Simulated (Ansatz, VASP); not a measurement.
## One calculation of MgI2, two programs

INCAR

```
  ALGO = Normal
  EDIFF = 1E-7
  ENCUT = 520
  GGA = PE
  ISIF = 2
  ISMEAR = 0
  LASPH = True
  LCHARG = False
  LREAL = False
  LWAVE = False
  NBANDS = 15
  NELM = 60
  PREC = Accurate
  SIGMA = 0.05
```

File KPOINTS:

```
k-points
0
Gamma
  6 6 4
```

File POSCAR:

```
MgI2
1.0
    4.1537001214      0.0000000000      0.0000000000
   -2.0768500607      3.5972098248      0.0000000000
    0.0000000000      0.0000000000      6.8620000000
Mg I
1 2
Direct
   -0.0416989854     -0.0833979708      0.0000000000
    0.3333333333      0.6666666667      0.7576300000
    0.6666666667      0.3333333333      0.2423700000
```

Input for Ansatz:

```yaml
crystal:
  lattice:
    - [4.1537001214, 0.0, 0.0]
    - [-2.0768500607, 3.5972098248, 0.0]
    - [0.0, 0.0, 6.862]
  atoms:
    - { symbol: Mg, position: [-0.0416989854, -0.0833979708, 0.0] }
    - { symbol: I, position: [0.3333333333, 0.6666666667, 0.75763] }
    - { symbol: I, position: [0.6666666667, 0.3333333333, 0.24237] }
basis:
  ecutwfc: 420
kpoints:
  mp_grid: { grid: [6, 6, 4] }
hamiltonian:
  xc: pbe
scf:
  occupations: { method: gaussian, width: 0.05 }
output:
  forces: true
  stress: true
  eigenvalues: true
```

Alike in both runs: task single point; functional PBE; k mesh 6 × 6 × 4; occupations gaussian, width 0.05 eV; no spin polarisation.

|  | VASP | Ansatz |
| --- | --- | --- |
| version | VASP 6.6.1 | Ansatz 0.2.0 |
| potentials or method | VASP PAW PBE potentials, release 64 (Mg, I), cutoff 520 eV | scalar-relativistic, plane waves, PAW |
| valence electrons in the cell | 16 | 44 |

|  | VASP | Ansatz | Ansatz less VASP |
| --- | --- | --- | --- |
| gap on the k mesh at the Fermi level (eV) | 3.49 | 3.51 | +0.019 |
| least direct gap on the mesh (eV) | 3.67 | 3.69 | +0.017 |
| pressure (GPa) | 2.1 | 2.1 | +0.05 |
| traceless stress, the component that is largest in VASP (GPa) | -0.90 | -0.90 | +0.003 |
| rms of the force components (eV/Å) | 0.364 | 0.364 | +0.0009 |

Atom by atom the forces differ by 0.004 eV/Å (rms over components). VASP's potentials hold 16 valence electrons a cell and Ansatz's 44, so a difference there can come from the potentials and not from the codes.

Neither program's run includes spin-orbit coupling.
